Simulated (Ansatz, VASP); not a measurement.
**Al3Ni2 in VASP and in Ansatz**

```
Al Ni
1.0
     3.96311    0.00000    0.00000
    -1.98155    3.43215    0.00000
     0.00000    0.00000    4.81087
Al Ni
3 2
Direct
  0.00000 0.00000 0.00000
  0.33333 0.66667 0.64718
  0.66667 0.33333 0.35282
  0.33333 0.66667 0.14593
  0.66667 0.33333 0.85407
```

Change from the starting cell: equal strain along all axes, cell held, atoms relaxed: -1.0 %.

Alike in both runs: functional PBEsol; k mesh 12 × 12 × 8; occupations gaussian, width 0.1 eV; no spin polarisation.

Ansatz relaxed the structure, and its values are those at the end. VASP's run is a single point on that final structure, the one shown.

|  | VASP | Ansatz |
| --- | --- | --- |
| version | VASP 6.6.1 | Ansatz 0.2.0 |
| potentials or method | VASP PAW PBE potentials, release 64 (Al, Ni), cutoff 520 eV | scalar-relativistic, plane waves, PAW |
| valence electrons in the cell | 29 | 45 |

VASP gave:

```
gap on the k mesh at the Fermi level (eV) : none
pressure (GPa)                            : 4.7
rms of the force components (eV/Å)        : 0.005
```

Q: What did Ansatz give for the same quantities?

A: gap on the k mesh at the Fermi level (eV): none; pressure (GPa): 4.6; rms of the force components (eV/Å): 0.000.

VASP's potentials were made for PBE, not for PBEsol. A gap of «none» marks a metal or a gap that the smearing closes. The functional is the same, so the differences come from potentials, cutoffs and numerics. VASP's potentials hold 29 valence electrons a cell and Ansatz's 45, so a difference there can come from the potentials and not from the codes. Ansatz's warnings: stress scf threshold loose.
